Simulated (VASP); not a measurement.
# W (R3m) in VASP: single point with PBEsol

Aim: the single point of W with PBEsol.

Program: VASP 6.6.1. These are calculated values, not measurements. Logs are shortened: lines on timing, memory, paths and dates and some standing lists are left out, and cuts for length are marked.

## 1. The cell of the first run

Symmetry: R3m, No. 160, trigonal system. Conventional cell: a = 5.742 Å, b = 5.742 Å, c = 14.064 Å, α = 90.00°, β = 90.00°, γ = 120.00°. W (site symmetry 3m) has 12 W at 2.73 to 3.02 Å within 3.6 Å. Within 3.6 Å of W (site symmetry m) lie 12 W at 2.73 to 3.02 Å. W (site symmetry m) has 12 W at 2.87 to 2.88 Å within 3.8 Å. W (site symmetry 3m) has 12 W at 2.87 Å within 3.8 Å.

## 2. Single point, PBEsol (atom 1 (W) moved +0.180 Å along Cartesian [1 1 1])

INCAR

```
PREC = Accurate
ENCUT = 520
EDIFF = 1E-6
ISMEAR = 0
SIGMA = 0.15
LREAL = F
LASPH = T
NELM = 80
ALGO = Fast
ISIF = 2
LWAVE = F
LCHARG = F
GGA = PS
NBANDS = 66
```

KPOINTS

```
regular mesh
0
Gamma
  10 10 10
```

POSCAR

```
W
1.0
    0.0000000000      4.0600000000      4.0600000000
    4.0600000000      0.0000000000      4.0600000000
    4.0600000000      4.0600000000      0.0000000000
W
8
Direct
    0.0127984050      0.0127984050      0.0127984050
    0.0000000000      0.0000000000      0.5000000000
    0.0000000000      0.5000000000      0.0000000000
    0.0000000000      0.5000000000      0.5000000000
    0.5000000000      0.0000000000      0.0000000000
    0.5000000000      0.0000000000      0.5000000000
    0.5000000000      0.5000000000      0.0000000000
    0.5000000000      0.5000000000      0.5000000000
```

Potentials or basis: VASP PAW PBE potentials, release 64 (W_sv).

The run is started by

```console
$ cat potpaw_PBE.64/W_sv/POTCAR > POTCAR
$ mpirun -np 1 vasp_std > vasp.out
```

OUTCAR:

```text
PREC = Accurate
   ENCUT = 520
   EDIFF = 1E-6
   ISMEAR = 0
   LREAL = F
   LASPH = T
   NELM = 80
   ISIF = 2
   GGA = PS

 ion  position               nearest neighbor table
   1  0.013  0.013  0.013-   2 2.73   3 2.73   5 2.73   4 2.88   6 2.88   4 2.88   7 2.88   6 2.88
                             7 2.88   5 3.02   2 3.02   3 3.02
   2  0.000  0.000  0.500-   1 2.73   4 2.87   6 2.87   3 2.87   5 2.87   3 2.87   4 2.87   8 2.87
                             5 2.87   6 2.87   8 2.87   1 3.02
   3  0.000  0.500  0.000-   1 2.73   4 2.87   7 2.87   2 2.87   4 2.87   8 2.87   2 2.87   5 2.87
                             5 2.87   7 2.87   8 2.87   1 3.02
   4  0.000  0.500  0.500-   2 2.87   3 2.87   8 2.87   3 2.87   7 2.87   2 2.87   6 2.87   6 2.87
                             7 2.87   8 2.87   1 2.88   1 2.88
   5  0.500  0.000  0.000-   1 2.73   6 2.87   7 2.87   2 2.87   6 2.87   8 2.87   3 2.87   7 2.87
                             8 2.87   2 2.87   3 2.87   1 3.02
   6  0.500  0.000  0.500-   2 2.87   5 2.87   8 2.87   5 2.87   7 2.87   4 2.87   7 2.87   8 2.87
                             2 2.87   4 2.87   1 2.88   1 2.88
   7  0.500  0.500  0.000-   3 2.87   5 2.87   8 2.87   4 2.87   6 2.87   8 2.87   5 2.87   6 2.87
                             3 2.87   4 2.87   1 2.88   1 2.88
   8  0.500  0.500  0.500-   4 2.87   6 2.87   7 2.87   3 2.87   5 2.87   7 2.87   2 2.87   5 2.87
                             6 2.87   2 2.87   3 2.87   4 2.87

  LATTYP: Found a face centered cubic cell.
 ALAT       =     8.1200000000

  Lattice vectors:

 A1 = (   0.0000000000,   4.0600000000,   4.0600000000)
 A2 = (   4.0600000000,   0.0000000000,   4.0600000000)
 A3 = (   4.0600000000,   4.0600000000,   0.0000000000)

Analysis of symmetry for initial positions (statically):
=====================================================================
 Subroutine PRICEL returns:
 Original cell was already a primitive cell.

 Routine SETGRP: Setting up the symmetry group for a
 face centered cubic supercell.

 Subroutine GETGRP returns: Found  6 space group operations
 (whereof  6 operations were pure point group operations)
 out of a pool of 48 trial point group operations.

The static configuration has the point symmetry C_3v.

Analysis of symmetry for dynamics (positions and initial velocities):
=====================================================================
 Subroutine PRICEL returns:
 Original cell was already a primitive cell.

 Routine SETGRP: Setting up the symmetry group for a
 face centered cubic supercell.

 Subroutine GETGRP returns: Found  6 space group operations
 (whereof  6 operations were pure point group operations)
 out of a pool of 48 trial point group operations.

The dynamic configuration has the point symmetry C_3v.

 Subroutine INISYM returns: Found  6 space group operations
 (whereof  6 operations are pure point group operations),
 and found     1 'primitive' translations

----------------------------------------------------------------------------------------

                                     Primitive cell

  volume of cell :     133.8468

  direct lattice vectors                    reciprocal lattice vectors
     0.000000000  4.060000000  4.060000000    -0.123152709  0.123152709  0.123152709
     4.060000000  0.000000000  4.060000000     0.123152709 -0.123152709  0.123152709
     4.060000000  4.060000000  0.000000000     0.123152709  0.123152709 -0.123152709

  length of vectors
     5.741707063  5.741707063  5.741707063     0.213306750  0.213306750  0.213306750

  position of ions in fractional coordinates (direct lattice)
     0.012798405  0.012798405  0.012798405
     0.000000000  0.000000000  0.500000000
     0.000000000  0.500000000  0.000000000
     0.000000000  0.500000000  0.500000000
     0.500000000  0.000000000  0.000000000
     0.500000000  0.000000000  0.500000000
     0.500000000  0.500000000  0.000000000
     0.500000000  0.500000000  0.500000000

  ion indices of the primitive-cell ions
   primitive index   ion index
                 1           1
                 2           2
                 3           3
                 4           4
                 5           5
                 6           6
                 7           7
                 8           8

----------------------------------------------------------------------------------------

 KPOINTS: regular mesh

Automatic generation of k-mesh.
 Grid dimensions read from file:
 generate k-points for:   10   10   10

 Generating k-lattice:

  Cartesian coordinates                     Fractional coordinates (reciprocal lattice)
    -0.012315271  0.012315271  0.012315271     0.100000000  0.000000000  0.000000000
     0.012315271 -0.012315271  0.012315271     0.000000000  0.100000000  0.000000000
     0.012315271  0.012315271 -0.012315271     0.000000000  0.000000000  0.100000000

  Length of vectors
     0.021330675  0.021330675  0.021330675

  Shift w.r.t. Gamma in fractional coordinates (k-lattice)
     0.000000000  0.000000000  0.000000000

 Subroutine IBZKPT returns following result:
 ===========================================

 Found    116 irreducible k-points:

 Following reciprocal coordinates:
            Coordinates               Weight
  0.000000  0.000000  0.000000      1.000000
  0.100000  0.000000  0.000000      6.000000
  0.100000  0.100000  0.100000      2.000000
  0.200000  0.000000  0.000000      6.000000
  0.200000  0.200000  0.200000      2.000000
  0.300000  0.000000  0.000000      6.000000
[... 16 lines left out ...]
  0.100000  0.100000 -0.400000      6.000000
  0.500000  0.400000  0.500000      6.000000
 [... further k-points ...]
   k-points           NKPTS =    116   k-points in BZ     NKDIM =    116   number of bands    NBANDS=     66
   number of dos      NEDOS =    301   number of ions     NIONS =      8
   total plane-waves  NPLWV = 110592
   dimension x,y,z NGX =    48 NGY =   48 NGZ =   48
   dimension x,y,z NGXF=    96 NGYF=   96 NGZF=   96
   ions per type =               8
   NGX,Y,Z   is equivalent  to a cutoff of  13.90, 13.90, 13.90 a.u.
   NGXF,Y,Z  is equivalent  to a cutoff of  27.80, 27.80, 27.80 a.u.
 SYSTEM =  unknown system
   PREC   = accura    normal or accurate (medium, high low for compatibility)
   ISTART =      0    job   : 0-new  1-cont  2-samecut
   ICHARG =      2    charge: 1-file 2-atom 10-const
   ISPIN  =      1    spin polarized calculation?
   LNONCOLLINEAR =      F non collinear calculations
   LSORBIT =      F    spin-orbit coupling
   LASPH  =      T    aspherical Exc in radial PAW
   ENCUT  =  520.0 eV  38.22 Ry    6.18 a.u.  10.68 10.68 10.68*2*pi/ulx,y,z
   NELM   =     80;   NELMIN=  2; NELMDL= -5     # of ELM steps
   EDIFF  = 0.1E-05   stopping-criterion for ELM
   LREAL  =      F    real-space projection
   EDIFFG = 0.1E-04   stopping-criterion for IOM
   NSW    =      0    number of steps for IOM
   IBRION =     -1    ionic relax: 0-MD 1-quasi-New 2-CG
   NFREE  =      0    steps in history (QN), initial steepest desc. (CG)
   ISIF   =      2    stress and relaxation
   ISYM   =      2    0-nonsym 1-usesym 2-fastsym
   POTIM  = 0.5000    time-step for ionic-motion
   TEBEG  =    0.0;   TEEND  =   0.0 temperature during run
   PSTRESS=    0.0 pullay stress
   NELECT =     112.0000    total number of electrons
   NUPDOWN=      -1.0000    fix difference up-down
   EMIN   =  10.00;   EMAX   =-10.00  energy-range for DOS
   EFERMI =   0.00;   METHOD = LEGACY
   ISMEAR =     0;   SIGMA  =   0.15  broadening in eV -4-tet -1-fermi 0-gaus
   EFERMI_NEDOS =   21; number of points for ismear=-14 and -15
   IALGO  =     68    algorithm
   IMIX   =      4    mixing-type and parameters
     AMIX     =   0.40;   BMIX     =  1.00
     AMIX_MAG =   1.60;   BMIX_MAG =  1.00
  volume/ion in A,a.u.               =      16.73       112.91
  Fermi-wavevector in a.u.,A,eV,Ry     =   1.542688  2.915258 32.380324  2.379887
  Thomas-Fermi vector in A             =   2.648457
   LORBIT       =      0    0 simple, 1 ext, 2 COOP (PROOUT), +10 PAW based schemes
   GGA     = PS    functional components
   LHFCALC =     F    Hartree Fock is set to
   AEXX    =    0.0000 exact exchange contribution
   IVDW    =     0    specifies the selected vdW correction
   LEPSILON=     F    determine dielectric tensor
   LRPA    =     F    only Hartree local field effects (RPA)
 non-spin polarized calculation
 RMM-DIIS sequential band-by-band and
 Gauss-broadening in eV      SIGMA  =   0.15
  energy-cutoff  :      520.00
  volume of cell :      133.85
 maximum number of plane-waves:      3647
 NGX is ok and might be reduce to    48
   NGX = 21   NGY = 21   NGZ = 21

 number of electron     112.0000013 magnetization

 Free energy of the ion-electron system (eV)
  ---------------------------------------------------
  ext. energy  EPLUGINS =         0.00000000
  ---------------------------------------------------
  free energy    TOTEN  =      -106.15522074 eV

  energy without entropy =     -106.03400238  energy(sigma->0) =     -106.09461156

 E-fermi :  10.0594     XC(G=0): -13.4448

 val. band max:       10.0587049314   @ k =   0.4000   0.2000   0.3000
 cond. band min:      10.0619730578   @ k =   0.1000   0.1000   0.2000
 fundamental gap:      0.0032681264
 Fermi energy:        10.0593702512

 k-point     1 :       0.0000    0.0000    0.0000
  band No.  band energies     occupation
      1     -63.6106      2.00000
      2     -63.5150      2.00000
      3     -63.5146      2.00000
      4     -63.5146      2.00000
      5     -63.5003      2.00000
      6     -63.4812      2.00000
[... 58 lines left out ...]
     65      14.9467      0.00000
     66      14.9634      0.00000

 k-point     2 :       0.1000    0.0000    0.0000
  band No.  band energies     occupation
      1     -63.6082      2.00000
      2     -63.5166      2.00000
      3     -63.5142      2.00000
      4     -63.5138      2.00000
      5     -63.5001      2.00000
      6     -63.4822      2.00000
[... 1507 lines left out ...]
     65      12.2160      0.00000
     66      12.3710      0.00000

 k-point    24 :       0.5000    0.4000    0.5000
  band No.  band energies     occupation
      1     -63.5683      2.00000
      2     -63.5520      2.00000
      3     -63.5058      2.00000
      4     -63.5046      2.00000
      5     -63.4970      2.00000
      6     -63.4920      2.00000
[... 58 lines left out ...]
     65      12.1482      0.00000
     66      12.3707      0.00000

 [... further k-points ...]

------------------------ aborting loop because EDIFF is reached ----------------------------------------

  FORCE on cell =-STRESS in cart. coord.  units (eV):
  Direction    XX          YY          ZZ          XY          YZ          ZX
  --------------------------------------------------------------------------------------
  -------------------------------------------------------------------------------------
  Total       -9.4088714     -9.4088714     -9.4088714     -0.7335511     -0.7335511     -0.7335511
  in kB     -112.6263526   -112.6263526   -112.6263526     -8.7807756     -8.7807756     -8.7807756
  external PRESSURE =    -112.6263526 kB  Pullay stress =       0.0000000 kB

 VOLUME and BASIS-vectors are now :
 -----------------------------------------------------------------------------
  energy-cutoff  :      520.00
  volume of cell :      133.85
      direct lattice vectors                 reciprocal lattice vectors
     0.000000000  4.060000000  4.060000000    -0.123152709  0.123152709  0.123152709
     4.060000000  0.000000000  4.060000000     0.123152709 -0.123152709  0.123152709
     4.060000000  4.060000000  0.000000000     0.123152709  0.123152709 -0.123152709

 POSITION                                       TOTAL-FORCE (eV/Angst)
 -----------------------------------------------------------------------------------
      0.10392      0.10392      0.10392        -0.843868     -0.843868     -0.843868
      2.03000      2.03000      0.00000         0.824525      0.824525     -0.232518
      2.03000      0.00000      2.03000         0.824525     -0.232518      0.824525
      4.06000      2.03000      2.03000        -0.213576     -0.198538     -0.198538
      0.00000      2.03000      2.03000        -0.232518      0.824525      0.824525
      2.03000      4.06000      2.03000        -0.198538     -0.213576     -0.198538
      2.03000      2.03000      4.06000        -0.198538     -0.198538     -0.213576
      4.06000      4.06000      4.06000         0.037988      0.037988      0.037988
 -----------------------------------------------------------------------------------
    total drift:                               -0.000025     -0.000025     -0.000025

  FREE ENERGIE OF THE ION-ELECTRON SYSTEM (eV)
  ---------------------------------------------------
  free  energy   TOTEN  =      -106.1552207402 eV

  energy  without entropy=     -106.0340023785  energy(sigma->0) =     -106.09461156
```

Run time: 12 min. Hardware: 1 thread of Intel Xeon 6975P-C (Granite Rapids), shared host; peak memory 0.79 GiB.

Results:

```
Free energy            : -106.1552 eV
Pressure               : -11.3 GPa
Largest force          : 1.462 eV/Å
Band gap on the k mesh : zero (bands 56 and 57 overlap by 0.78 eV)
```

Forces in eV/Å, atoms in the order of the input:
```
W   -0.844 -0.844 -0.844
W    0.825  0.825 -0.233
W    0.825 -0.233  0.825
W   -0.214 -0.199 -0.199
W   -0.233  0.825  0.825
W   -0.199 -0.214 -0.199
W   -0.199 -0.199 -0.214
W    0.038  0.038  0.038
```

Levels at points of the mesh, in eV from the Fermi level:
| k point | band 54 | band 55 | band 56 | band 57 | band 58 | band 59 |
| --- | --- | --- | --- | --- | --- | --- |
| (0.00, 0.00, 0.00) | -0.50 | 0.59 | 0.60 | 0.60 | 0.62 | 2.42 |
| (0.50, 0.00, 0.00) | -0.83 | -0.21 | -0.12 | -0.11 | 0.01 | 1.29 |
| (0.50, 0.50, 0.50) | -0.67 | -0.15 | -0.15 | -0.06 | -0.06 | 1.06 |
| (0.50, 0.50, 0.00) | -1.59 | -0.27 | 0.03 | 0.67 | 0.80 | 0.81 |

Caveat: the cell differs from its parent crystal (atom 1 (W) moved +0.180 Å along Cartesian [1 1 1]); the cell stands under tension; the PAW data sets were made with another functional, which shifts forces and pressure a little; spin-orbit coupling is left out, which moves the levels of the heavy elements.
